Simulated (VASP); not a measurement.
# Al6H in VASP: a series of runs

The runs below take Al6H through single point, with PBE.

Program: VASP 6.6.1. These are calculated values, not measurements. Logs are shortened: lines on timing, memory, paths and dates and some standing lists are left out, and cuts for length are marked.

## Step 1: The cell of the first run

The cell holds a slab with vacuum, 14 atoms: a = 5.714 Å, b = 5.714 Å, c = 22.602 Å, α = 90.00°, β = 90.00°, γ = 120.00°.

## Step 2: Single point, PBE

Contents of INCAR:

```
  PREC = Accurate
  ENCUT = 520
  EDIFF = 1E-6
  ISMEAR = 0
  SIGMA = 0.1
  LREAL = F
  LASPH = T
  NELM = 100
  ALGO = Normal
  ISIF = 2
  LWAVE = F
  LCHARG = F
  LDIPOL = T
  IDIPOL = 3
  DIPOL = 0.5 0.5 0.298
  GGA = PE
  NBANDS = 32
```

Contents of KPOINTS:

```
Automatic mesh
0
Gamma
  6 6 1
```

Contents of POSCAR:

```
Al6H
1.0
    5.7143028096      0.0000000000      0.0000000000
   -2.8571514048      4.9487313980      0.0000000000
    0.0000000000      0.0000000000     22.6016424636
Al H
12 2
Direct
    0.3333333333      0.1666666667      0.1769782885
    0.3333333333      0.6666666667      0.1769782885
    0.8333333333      0.1666666667      0.1769782885
    0.8333333333      0.6666666667      0.1769782885
    0.1666666667      0.3333333333      0.2787817904
    0.1666666667      0.8333333333      0.2787817904
    0.6666666667      0.3333333333      0.2787817904
    0.6666666667      0.8333333333      0.2787817904
    0.0000000000      0.0000000000      0.3805759903
    0.0000000000      0.5000000000      0.3805759903
    0.5000000000      0.0000000000      0.3805759903
    0.5000000000      0.5000000000      0.3805759903
    0.1744755939      0.3489511877      0.4146443109
    0.3255244061      0.6510488123      0.4146443109
```

Potentials or basis: VASP PAW PBE potentials, release 64 (Al, H).

Command:

```console
$ cat potpaw_PBE.64/Al/POTCAR potpaw_PBE.64/H/POTCAR > POTCAR
$ mpirun -np 1 vasp_std > vasp.out
```

OUTCAR:

```text
PREC = Accurate
   ENCUT = 520
   EDIFF = 1E-6
   ISMEAR = 0
   LREAL = F
   LASPH = T
   NELM = 100
   ISIF = 2
   GGA = PE

 ion  position               nearest neighbor table
   1  0.333  0.167  0.177-   5 2.83   6 2.83   7 2.83   4 2.86   2 2.86   2 2.86   4 2.86   3 2.86
                             3 2.86
   2  0.333  0.667  0.177-   6 2.83   5 2.83   8 2.83   3 2.86   1 2.86   1 2.86   3 2.86   4 2.86
                             4 2.86
   3  0.833  0.167  0.177-   7 2.83   8 2.83   5 2.83   4 2.86   2 2.86   4 2.86   2 2.86   1 2.86
                             1 2.86
   4  0.833  0.667  0.177-   8 2.83   7 2.83   6 2.83   3 2.86   1 2.86   3 2.86   1 2.86   2 2.86
                             2 2.86
   5  0.167  0.333  0.279-   9 2.83  12 2.83  10 2.83   1 2.83   2 2.83   3 2.83   8 2.86   6 2.86
                             6 2.86   8 2.86   7 2.86   7 2.86
   6  0.167  0.833  0.279-  10 2.83  11 2.83   9 2.83   2 2.83   1 2.83   4 2.83   7 2.86   5 2.86
                             5 2.86   7 2.86   8 2.86   8 2.86
   7  0.667  0.333  0.279-  11 2.83  10 2.83  12 2.83   3 2.83   4 2.83   1 2.83   8 2.86   6 2.86
                             8 2.86   6 2.86   5 2.86   5 2.86
   8  0.667  0.833  0.279-  12 2.83   9 2.83  11 2.83   4 2.83   3 2.83   2 2.83   7 2.86   5 2.86
                             7 2.86   5 2.86   6 2.86   6 2.86
   9  0.000  0.000  0.381-  13 1.89   5 2.83   8 2.83   6 2.83  12 2.86  10 2.86  10 2.86  12 2.86
                            11 2.86  11 2.86
  10  0.000  0.500  0.381-  14 1.79  13 1.79   6 2.83   7 2.83   5 2.83   9 2.86  11 2.86   9 2.86
                            11 2.86  12 2.86  12 2.86
  11  0.500  0.000  0.381-  14 1.89   7 2.83   6 2.83   8 2.83  12 2.86  10 2.86  12 2.86  10 2.86
                             9 2.86   9 2.86
  12  0.500  0.500  0.381-  13 1.79  14 1.79   8 2.83   5 2.83   7 2.83   9 2.86  11 2.86  11 2.86
                             9 2.86  10 2.86  10 2.86
  13  0.174  0.349  0.415-  12 1.79  10 1.79   9 1.89
  14  0.326  0.651  0.415-  10 1.79  12 1.79  11 1.89

  LATTYP: Found a hexagonal cell.
 ALAT       =     5.7143028096
 C/A-ratio  =     3.9552755982

  Lattice vectors:

 A1 = (   5.7143028096,   0.0000000000,   0.0000000000)
 A2 = (  -2.8571514048,   4.9487313980,   0.0000000000)
 A3 = (   0.0000000000,   0.0000000000,  22.6016424636)

Analysis of symmetry for initial positions (statically):
=====================================================================
 Subroutine PRICEL returns:
 Original cell was already a primitive cell.

 Routine SETGRP: Setting up the symmetry group for a
 hexagonal supercell.

 Subroutine GETGRP returns: Found  2 space group operations
 (whereof  2 operations were pure point group operations)
 out of a pool of 24 trial point group operations.

The static configuration has the point symmetry C_1h.

Analysis of symmetry for dynamics (positions and initial velocities):
=====================================================================
 Subroutine PRICEL returns:
 Original cell was already a primitive cell.

 Routine SETGRP: Setting up the symmetry group for a
 hexagonal supercell.

 Subroutine GETGRP returns: Found  2 space group operations
 (whereof  2 operations were pure point group operations)
 out of a pool of 24 trial point group operations.

The dynamic configuration has the point symmetry C_1h.

 Subroutine INISYM returns: Found  2 space group operations
 (whereof  2 operations are pure point group operations),
 and found     1 'primitive' translations

----------------------------------------------------------------------------------------

                                     Primitive cell

  volume of cell :     639.1417

  direct lattice vectors                    reciprocal lattice vectors
     5.714302810  0.000000000  0.000000000     0.174999476  0.101035995  0.000000000
    -2.857151405  4.948731398  0.000000000     0.000000000  0.202071990  0.000000000
     0.000000000  0.000000000 22.601642464     0.000000000  0.000000000  0.044244572

  length of vectors
     5.714302810  5.714302810 22.601642464     0.202071990  0.202071990  0.044244572

  position of ions in fractional coordinates (direct lattice)
     0.333333333  0.166666667  0.176978289
     0.333333333  0.666666667  0.176978289
     0.833333333  0.166666667  0.176978289
     0.833333333  0.666666667  0.176978289
[... 58 lines left out ...]
  0.000000  0.166667  0.000000      2.000000
  0.333333 -0.000000  0.000000      4.000000
  0.000000  0.333333  0.000000      2.000000
  0.500000  0.000000  0.000000      2.000000
  0.000000  0.500000  0.000000      1.000000
  0.166667  0.166667  0.000000      4.000000
 -0.333333  0.166667  0.000000      2.000000
  0.333333  0.166667  0.000000      4.000000
 -0.166667  0.500000  0.000000      4.000000
  0.500000  0.333333  0.000000      4.000000
  0.333333  0.333333  0.000000      2.000000
   k-points           NKPTS =     13   k-points in BZ     NKDIM =     13   number of bands    NBANDS=     32
   number of dos      NEDOS =    301   number of ions     NIONS =     14
   total plane-waves  NPLWV = 296352
   dimension x,y,z NGX =    42 NGY =   42 NGZ =  168
   dimension x,y,z NGXF=    84 NGYF=   84 NGZF=  336
   ions per type =              12   2
   NGX,Y,Z   is equivalent  to a cutoff of  12.22, 12.22, 12.36 a.u.
   NGXF,Y,Z  is equivalent  to a cutoff of  24.44, 24.44, 24.71 a.u.
 SYSTEM =  unknown system
   PREC   = accura    normal or accurate (medium, high low for compatibility)
   ISTART =      0    job   : 0-new  1-cont  2-samecut
   ICHARG =      2    charge: 1-file 2-atom 10-const
   ISPIN  =      1    spin polarized calculation?
   LNONCOLLINEAR =      F non collinear calculations
   LSORBIT =      F    spin-orbit coupling
   LASPH  =      T    aspherical Exc in radial PAW
   ENCUT  =  520.0 eV  38.22 Ry    6.18 a.u.  10.62 10.62 42.02*2*pi/ulx,y,z
   NELM   =    100;   NELMIN=  2; NELMDL= -5     # of ELM steps
   EDIFF  = 0.1E-05   stopping-criterion for ELM
   LREAL  =      F    real-space projection
   EDIFFG = 0.1E-04   stopping-criterion for IOM
   NSW    =      0    number of steps for IOM
   IBRION =     -1    ionic relax: 0-MD 1-quasi-New 2-CG
   NFREE  =      0    steps in history (QN), initial steepest desc. (CG)
   ISIF   =      2    stress and relaxation
   ISYM   =      2    0-nonsym 1-usesym 2-fastsym
   POTIM  = 0.5000    time-step for ionic-motion
   TEBEG  =    0.0;   TEEND  =   0.0 temperature during run
   PSTRESS=    0.0 pullay stress
   NELECT =      38.0000    total number of electrons
   NUPDOWN=      -1.0000    fix difference up-down
   EMIN   =  10.00;   EMAX   =-10.00  energy-range for DOS
   EFERMI =   0.00;   METHOD = LEGACY
   ISMEAR =     0;   SIGMA  =   0.10  broadening in eV -4-tet -1-fermi 0-gaus
   EFERMI_NEDOS =   21; number of points for ismear=-14 and -15
   IALGO  =     38    algorithm
   IMIX   =      4    mixing-type and parameters
     AMIX     =   0.40;   BMIX     =  1.00
     AMIX_MAG =   1.60;   BMIX_MAG =  1.00
  volume/ion in A,a.u.               =      45.65       308.08
  Fermi-wavevector in a.u.,A,eV,Ry     =   0.638955  1.207450  5.554763  0.408264
  Thomas-Fermi vector in A             =   1.704469
   LORBIT       =      0    0 simple, 1 ext, 2 COOP (PROOUT), +10 PAW based schemes
   GGA     = PE    functional components
   LHFCALC =     F    Hartree Fock is set to
   AEXX    =    0.0000 exact exchange contribution
   IVDW    =     0    specifies the selected vdW correction
   LEPSILON=     F    determine dielectric tensor
   LRPA    =     F    only Hartree local field effects (RPA)
 non-spin polarized calculation
 Gauss-broadening in eV      SIGMA  =   0.10
  energy-cutoff  :      520.00
  volume of cell :      639.14
 maximum number of plane-waves:     17305
   NGX = 21   NGY = 21   NGZ = 85

 dipolmoment           0.000000      0.000000      0.015554 electrons x Angstroem

 number of electron      38.0000002 magnetization

 dipolmoment           0.000000      0.000000     -0.027795 electrons x Angstroem

 Free energy of the ion-electron system (eV)
  ---------------------------------------------------
  ext. energy  EPLUGINS =         0.00000000
  ---------------------------------------------------
  free energy    TOTEN  =       -47.72449579 eV

  energy without entropy =      -47.69196148  energy(sigma->0) =      -47.70822864

 E-fermi :   0.0120     XC(G=0):  -3.9874

 val. band max:       -0.0242650763   @ k =  -0.1667   0.5000   0.0000
 cond. band min:       0.0191971241   @ k =  -0.3333   0.1667   0.0000
 fundamental gap:      0.0434622004
 Fermi energy:         0.0120492185

 k-point     1 :       0.0000    0.0000    0.0000
  band No.  band energies     occupation
      1     -11.1850      2.00000
      2      -9.9319      2.00000
      3      -7.7319      2.00000
      4      -5.8252      2.00000
      5      -5.5205      2.00000
      6      -4.8462      2.00000
[... 431 lines left out ...]
     30       3.1831      0.00000
     31       3.4075      0.00000
 [bands above 31 left out]

------------------------ aborting loop because EDIFF is reached ----------------------------------------

 vacuum level on the upper side and lower side of the slab       (xc-potential included)        -0.137         0.067

  FORCE on cell =-STRESS in cart. coord.  units (eV):
  Direction    XX          YY          ZZ          XY          YZ          ZX
  --------------------------------------------------------------------------------------
  -------------------------------------------------------------------------------------
  Total        0.7455965     -0.7383274      1.3563663      0.0000000     -0.2220849      0.0000000
  in kB        1.8690344     -1.8508125      3.4000903      0.0000000     -0.5567144      0.0000000
  external PRESSURE =       1.1394374 kB  Pullay stress =       0.0000000 kB

 VOLUME and BASIS-vectors are now :
 -----------------------------------------------------------------------------
  energy-cutoff  :      520.00
  volume of cell :      639.14
      direct lattice vectors                 reciprocal lattice vectors
     5.714302810  0.000000000  0.000000000     0.174999476  0.101035995  0.000000000
    -2.857151405  4.948731398  0.000000000     0.000000000  0.202071990  0.000000000
     0.000000000  0.000000000 22.601642464     0.000000000  0.000000000  0.044244572

 POSITION                                       TOTAL-FORCE (eV/Angst)
 -----------------------------------------------------------------------------------
      1.42858      0.82479      4.00000        -0.008367     -0.031359     -0.075306
     -0.00000      3.29915      4.00000         0.000000     -0.008247     -0.012484
      4.28573      0.82479      4.00000         0.008367     -0.031359     -0.075306
      2.85715      3.29915      4.00000         0.000000      0.022292     -0.114842
      0.00000      1.64958      6.30093         0.000000      0.035708      0.116634
     -1.42858      4.12394      6.30093        -0.000426      0.032586      0.088373
      2.85715      1.64958      6.30093         0.000000      0.056721     -0.034485
      1.42858      4.12394      6.30093         0.000426      0.032586      0.088373
      0.00000      0.00000      8.60164         0.000000     -0.090258     -0.019279
     -1.42858      2.47437      8.60164        -1.090091     -0.080962     -0.385859
      2.85715      0.00000      8.60164        -0.000000      0.251638     -0.106948
      1.42858      2.47437      8.60164         1.090091     -0.080962     -0.385859
      0.00000      1.72687      9.37164         0.000000     -1.328919      0.629031
     -0.00000      3.22187      9.37164        -0.000000      1.220537      0.287957
 -----------------------------------------------------------------------------------
    total drift:                               -0.000000      0.000022      0.000082

  FREE ENERGIE OF THE ION-ELECTRON SYSTEM (eV)
  ---------------------------------------------------
  free  energy   TOTEN  =       -47.7244957941 eV

  energy  without entropy=      -47.6919614805  energy(sigma->0) =      -47.70822864

 vacuum level on the upper side and lower side of the slab         3.662         3.838
```

Wall time 15 min (1 thread of Intel Xeon 8259CL, shared host); peak memory 0.66 GiB.

Results:

```yaml
Free_energy: -47.7245 eV
Largest_force: 1.470 eV/Å
Band_gap_on_the_k_mesh: zero (bands 19 and 20 overlap by 1.14 eV)
```

Forces on the atoms (eV/Å):
```
Al  -0.008 -0.031 -0.075
Al   0.000 -0.008 -0.012
Al   0.008 -0.031 -0.075
Al   0.000  0.022 -0.115
Al   0.000  0.036  0.117
Al   0.000  0.033  0.088
Al   0.000  0.057 -0.034
Al   0.000  0.033  0.088
Al   0.000 -0.090 -0.019
Al  -1.090 -0.081 -0.386
Al   0.000  0.252 -0.107
Al   1.090 -0.081 -0.386
H    0.000 -1.329  0.629
H    0.000  1.221  0.288
```

## Step 3: Single point, PBE

Contents of INCAR:

```
PREC = Accurate
ENCUT = 520
EDIFF = 1E-6
ISMEAR = 0
SIGMA = 0.1
LREAL = False
LASPH = True
NELM = 100
ALGO = Normal
ISIF = 2
LWAVE = False
LCHARG = False
LDIPOL = True
IDIPOL = 3
DIPOL = 0.5 0.5 0.302
GGA = PE
NBANDS = 32
```

Contents of KPOINTS:

```
regular mesh
0
Gamma
  6 6 1
```

Changes to POSCAR since step 2:

```diff
@@ -20,3 +20,3 @@
     0.5000000000      0.5000000000      0.3805759903
-    0.1744755939      0.3489511877      0.4146443109
-    0.3255244061      0.6510488123      0.4146443109
+    0.1744755939      0.3489511877      0.4429608370
+    0.3255244061      0.6510488123      0.4429608370
```

Potentials or basis: VASP PAW PBE potentials, release 64 (Al, H).

Command:

```console
$ cat potpaw_PBE.64/Al/POTCAR potpaw_PBE.64/H/POTCAR > POTCAR
$ mpirun -np 1 vasp_std > vasp.out
```

Run time: 17 min. Hardware: 1 thread of Intel Xeon 8259CL, shared host; peak memory 0.68 GiB.

It converged, with:

```
Free energy            : -47.4263 eV
Largest force          : 0.823 eV/Å
Band gap on the k mesh : zero (bands 19 and 20 overlap by 1.10 eV)
```

Forces in eV/Å, atoms in the order of the input:
```
Al   0.064 -0.110 -0.143
Al   0.000  0.061 -0.036
Al  -0.064 -0.110 -0.143
Al   0.000  0.093 -0.197
Al   0.000  0.046  0.312
Al  -0.047  0.008  0.016
Al   0.000  0.102 -0.128
Al   0.047  0.008  0.016
Al   0.000  0.306  0.394
Al  -0.004 -0.078  0.482
Al   0.000 -0.153  0.329
Al   0.004 -0.078  0.482
H    0.000 -0.209 -0.570
H    0.000  0.114 -0.815
```

Levels at points of the mesh, in eV from the Fermi level:
```
           k point  band 16  band 17  band 18  band 19  band 20  band 21  band 22  band 23
(0.00, 0.00, 0.00)    -2.81    -1.73    -1.44    -0.59    -0.45    -0.26    -0.24     0.02
(0.50, 0.00, 0.00)    -0.59    -0.48    -0.30    -0.07     0.26     0.86     0.97     1.35
(0.00, 0.50, 0.00)    -0.58    -0.46    -0.33    -0.06     0.33     0.80     1.12     1.17
```

(Continued in part 2 of 2.)

The gap in the log of VASP goes by the Fermi energy; the results here count the filled bands.